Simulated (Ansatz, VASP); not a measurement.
InSe: VASP beside Ansatz

```
CELL_PARAMETERS angstrom
1.93098 1.11485 8.14873
-1.93098 1.11485 8.14873
0.00000 -2.22970 8.14873
ATOMIC_POSITIONS crystal
In 0.00000 0.00000 0.00000
In 0.11140 0.11140 0.11140
Se 0.61650 0.61650 0.61650
Se 0.82810 0.82810 0.82810
```

Alike in both runs: task single point; functional PBEsol; k mesh 6 × 6 × 6; no spin polarisation.

|  | VASP | Ansatz |
| --- | --- | --- |
| version | VASP 6.6.1 | Ansatz 0.2.0 |
| potentials or method | VASP PAW PBE potentials, release 64 (In_d, Se), cutoff 520 eV | plane waves, PAW |
| occupations | gaussian, width 0.01 eV | fixed |
| valence electrons in the cell | 38 | 58 |

```csv
,VASP,Ansatz,Ansatz less VASP
pressure (GPa),7.2,7.1,-0.11
"traceless stress, the component that is largest in VASP (GPa)",-1.30,-1.28,+0.023
```

VASP's potentials were made for PBE, not for PBEsol. VASP's potentials hold 38 valence electrons a cell and Ansatz's 58, so a difference there can come from the potentials and not from the codes.
